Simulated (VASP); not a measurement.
A run of VASP 6.6.1:

File POSCAR:

```
CsBr
1.0
    4.3825448296      0.0000000000      0.0000000000
    0.0000000000      4.3825448296      0.0000000000
    0.0000000000      0.0000000000      4.3825448296
Cs Br
1 1
Direct
    0.0000000000      0.0000000000      0.0000000000
    0.5000000000      0.5000000000      0.5000000000
```

Contents of INCAR.step1:

```
SYSTEM = CsBr
ALGO = Normal ; EDIFF = 1E-5
ENCUT = 550 ; GGA = PE
GGA_COMPAT = .False. ; ISMEAR = -1
LASPH = .True. ; LCHARG = .False.
LREAL = .False. ; LWAVE = .True.
NBANDS = 15 ; NELM = 120
PREC = Accurate ; SIGMA = 0.05
```

INCAR.step2

```
SYSTEM = CsBr
ALGO = Normal ; EDIFF = 1E-6
ENCUT = 550 ; GGA_COMPAT = .False.
ISIF = 2 ; ISMEAR = -1
ISTART = 1 ; LASPH = .True.
LCHARG = .False. ; LMIXTAU = .True.
LREAL = .False. ; LWAVE = .False.
METAGGA = R2SCAN ; NBANDS = 15
NELM = 120 ; PREC = Accurate
SIGMA = 0.05
```

Contents of KPOINTS:

```
k-points
0
Gamma
  6 6 6
  0 0 0
```

Potentials or basis: VASP PAW PBE potentials, release 64 (Cs_sv, Br).

The run is started by

```console
$ cat potpaw_PBE.64/Cs_sv/POTCAR potpaw_PBE.64/Br/POTCAR > POTCAR
$ cp INCAR.step1 INCAR
$ mpirun -np 1 vasp_std > vasp.out
$ cp INCAR.step2 INCAR
$ mpirun -np 1 vasp_std > vasp.out
```

Hardware: 1 thread of Intel(R) Xeon(R) Platinum 8375C CPU @ 2.90GHz (Ice Lake) (shared host).

Question: How long does it take, and how much memory?

Answer: It took 58 s on 1 thread of Intel(R) Xeon(R) Platinum 8375C CPU @ 2.90GHz (Ice Lake), with other jobs on the host, peak memory 0.22 GiB. Counts: k points 20.
